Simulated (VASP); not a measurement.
Here is a VASP 6.6.1 calculation.

File INCAR:

```
ALGO = Normal
EDIFF = 1E-6
ENCUT = 600
GGA = PE
GGA_COMPAT = F
ISIF = 2
ISMEAR = 0
LASPH = T
LCHARG = T
LELF = T
LREAL = F
LVHAR = T
LWAVE = F
NBANDS = 16
NELM = 120
PREC = Accurate
SIGMA = 0.01
```

KPOINTS

```
k-points
0
Gamma
  6 6 2
```

The input POSCAR:

```
BN
1.0
    2.5002145576      0.0000000000      0.0000000000
   -1.2501072788      2.1652493218      0.0000000000
    0.0000000000      0.0000000000      6.5052999340
B N
2 2
Direct
    0.0000000000      0.0000000000      0.5000000000
    0.3333333333      0.6666666667      0.0000000000
    0.0000000000      0.0000000000      0.0000000000
    0.6666666667      0.3333333333      0.5000000000
```

Potentials or basis: VASP PAW PBE potentials, release 64 (B, N).

Launch:

```bash
$ cat potpaw_PBE.64/B/POTCAR potpaw_PBE.64/N/POTCAR > POTCAR
$ mpirun -np 1 vasp_std > vasp.out
```

Q: Predict the pressure.

A: 4.6 GPa.

Q: What does it give for the band gap on the k mesh?

A: 4.35 eV, indirect (least direct gap 4.46 eV).

Stress tensor (GPa, compression positive):
```
5.16 0.00 0.00
0.00 5.16 0.00
0.00 0.00 3.45
```

Caveat: the k points lie up to 0.48 Å⁻¹ apart; this functional lacks dispersion, which binds the layers, so the pressure and a relaxed spacing across them are unreliable. A k mesh can miss the band edges.
